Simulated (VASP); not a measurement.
The system is Ni.

```
Ni
1.0
     2.49604    0.00000    0.00000
    -1.24802    2.16163    0.00000
     0.00000    0.00000    4.15269
Ni
2
Direct
  0.66667 0.33333 0.75000
  0.33333 0.66667 0.25000
```

Base run:

```yaml
Program: VASP 6.6.1
Functional: PBEsol
Potentials_or_basis: VASP PAW PBE potentials, release 64 (Ni)
Cutoff: 520 eV
k_mesh: 12 × 12 × 7
Occupations: fermi-dirac, width 0.05 eV
Spin: collinear spin, ferromagnetic start
Starting_moments: "[1.0, 1.0] μB"
```

Its results: pressure -13.5 GPa; net moment 1.32 μB per cell; site moments Ni +0.67 μB.

Question: The run is repeated on the same cell with these changes: functional from PBEsol to PBE. What comes out?

Answer: Pressure -4.4 GPa; net moment 1.31 μB per cell; site moments Ni +0.67 μB.

PBE binds less tightly than PBEsol, so the same cell stands under more pressure.

Caveats: the PAW data sets were made with another functional, which shifts forces and pressure a little (some runs).
